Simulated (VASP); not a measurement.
A run of VASP 6.6.1:

File INCAR:

```
  PREC = Accurate
  ENCUT = 600
  EDIFF = 1E-7
  ISMEAR = -1
  SIGMA = 0.05
  LREAL = False
  LASPH = True
  NELM = 100
  ALGO = Fast
  ISIF = 3
  LWAVE = False
  LCHARG = False
  GGA = PS
  IBRION = 2
  NSW = 60
  EDIFFG = -0.01
  PSTRESS = 200.0
```

Contents of KPOINTS:

```
Automatic mesh
0
Gamma
  12 12 12
```

The input POSCAR:

```
Pt
1.0
   -1.5842200000      1.5842200000      1.5842200000
    1.5842200000     -1.5842200000      1.5842200000
    1.5842200000      1.5842200000     -1.5842200000
Pt
1
Direct
    0.0000000000      0.0000000000      0.0000000000
```

Potentials or basis: VASP PAW PBE potentials, release 64 (Pt).

The run is started by

```console
$ cat potpaw_PBE.64/Pt/POTCAR > POTCAR
$ mpirun -np 1 vasp_std > vasp.out
```

Hardware: 1 thread of Intel(R) Xeon(R) Platinum 8259CL CPU @ 2.50GHz (Skylake/Cascade Lake) (shared host).

Problem. How long does it take, and how much memory?

Solution. It took 69 s on 1 thread of Intel(R) Xeon(R) Platinum 8259CL CPU @ 2.50GHz (Skylake/Cascade Lake), with other jobs on the host, peak memory 0.16 GiB. Counts: scf iterations 51, k points 72, ion steps 5.
